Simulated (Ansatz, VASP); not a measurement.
**One calculation of CdSe, two programs**

```
Cd Se
1.0
     0.00000    2.81529    2.81529
     2.81529    0.00000    2.81529
     2.81529    2.81529    0.00000
Cd Se
1 1
Direct
  0.00000 0.00000 0.00000
  0.50000 0.50000 0.50000
```

Alike in both runs: task single point; functional HSE06; k mesh 6 × 6 × 6; occupations fermi-dirac, width 0.05 eV; no spin polarisation.

|  | VASP | Ansatz |
| --- | --- | --- |
| version | VASP 6.6.1 | Ansatz 0.2.0 |
| potentials or method | VASP PAW PBE potentials, release 64 (Cd, Se) | Ansatz PAW |
| plane-wave cutoff (eV) | 520 | 420 |
| valence electrons in the cell | 18 | 36 |

Ansatz gave:

```
gap on the k mesh at the Fermi level (eV) : 0.39
least direct gap on the mesh (eV)         : 1.99
pressure (GPa)                            : 2.2
```

Task: Estimate VASP's values.

Result: gap on the k mesh at the Fermi level (eV): 0.39; least direct gap on the mesh (eV): 1.97; pressure (GPa): 2.5.

With one functional, cell and mesh, what is left measures potentials, basis and numerics. VASP's potentials hold 18 valence electrons a cell and Ansatz's 36, so a difference there can come from the potentials and not from the codes.
